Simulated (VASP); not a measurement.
Set up this calculation in VASP 6.6.1, as the native input.

```yaml
Task: single point
Functional: r2SCAN
Potentials_or_basis: VASP PAW PBE potentials, release 64 (Al, N)
Cutoff: 520 eV
k_mesh: 8 × 8 × 2
Occupations: gaussian, width 0.05 eV
Spin: no spin polarisation
Dipole_correction: no
Further_INCAR_settings: ALGO = Normal; EDIFF = 1e-06; NBANDS = 36
```

The system is AlN.

```
CELL_PARAMETERS angstrom
2.18490 -2.18490 0.00000
2.18490 0.00000 -2.18490
9.10361 8.55760 8.55760
ATOMIC_POSITIONS crystal
Al 0.96703 0.96703 0.39580
Al 0.31425 0.31425 0.22913
Al 0.61981 0.61981 0.56247
Al 0.92538 0.92538 0.89580
Al 0.27260 0.27260 0.72913
Al 0.66146 0.66146 0.06247
N 0.63023 0.63023 0.43747
N 0.97744 0.97744 0.27080
N 0.28301 0.28301 0.60413
N 0.58858 0.58858 0.93747
N 0.93579 0.93579 0.77080
N 0.32466 0.32466 0.10413
```

The input as run:

POSCAR

```
AlN
1.0
    2.1849006262     -2.1849006262      0.0000000000
    2.1849006262      0.0000000000     -2.1849006262
    9.1036069490      8.5576002825      8.5576002825
Al N
6 6
Direct
    0.9670298600     -0.0329701400      0.3958000000
    0.3142465267      0.3142465267      0.2291333333
    0.6198131933      0.6198131933      0.5624666667
    0.9253798600      0.9253798600      0.8958000000
    0.2725965267      0.2725965267      0.7291333333
    0.6614631933      0.6614631933      0.0624666667
    0.6302256933      0.6302256933      0.4374666667
    0.9774423600      0.9774423600      0.2708000000
    0.2830090267      0.2830090267      0.6041333333
    0.5885756933      0.5885756933      0.9374666667
   -0.0642076400     -0.0642076400      0.7708000000
    0.3246590267      0.3246590267      0.1041333333
```

INCAR.step1

```
SYSTEM = AlN
PREC = Accurate ; ENCUT = 520
ISMEAR = 0 ; SIGMA = 0.05
LREAL = .False. ; LASPH = .True.
NELM = 60 ; NBANDS = 36
GGA = PE ; ALGO = Normal
EDIFF = 1E-4 ; LWAVE = .True.
LCHARG = .False.
```

INCAR.step2

```
SYSTEM = AlN
PREC = Accurate ; ENCUT = 520
EDIFF = 1E-6 ; ISMEAR = 0
SIGMA = 0.05 ; LREAL = .False.
LASPH = .True. ; NELM = 60
ALGO = Normal ; ISIF = 2
LWAVE = .False. ; LCHARG = .True.
METAGGA = R2SCAN ; LMIXTAU = .True.
LELF = .True. ; LVHAR = .True.
NBANDS = 36 ; ISTART = 1
```

KPOINTS

```
regular mesh
0
Gamma
  8 8 2
  0 0 0
```

Potentials or basis: VASP PAW PBE potentials, release 64 (Al, N).

Command:

```sh
$ cat potpaw_PBE.64/Al/POTCAR potpaw_PBE.64/N/POTCAR > POTCAR
$ cp INCAR.step1 INCAR
$ mpirun -np 1 vasp_std > vasp.out
$ cp INCAR.step2 INCAR
$ mpirun -np 1 vasp_std > vasp.out
```

Results of the run:

| Property | Result |
| --- | --- |
| Pressure | -0.6 GPa |
| Largest force | 1.032 eV/Å |
| Band gap on the k mesh | 3.67 eV, indirect (least direct gap 4.12 eV) |

Caveat: the PAW data sets were made with another functional, which shifts forces and pressure a little.

Run time: 10 min on 1 thread of Intel(R) Xeon(R) Platinum 8259CL CPU @ 2.50GHz (Skylake/Cascade Lake) (shared host), peak memory 0.34 GiB.
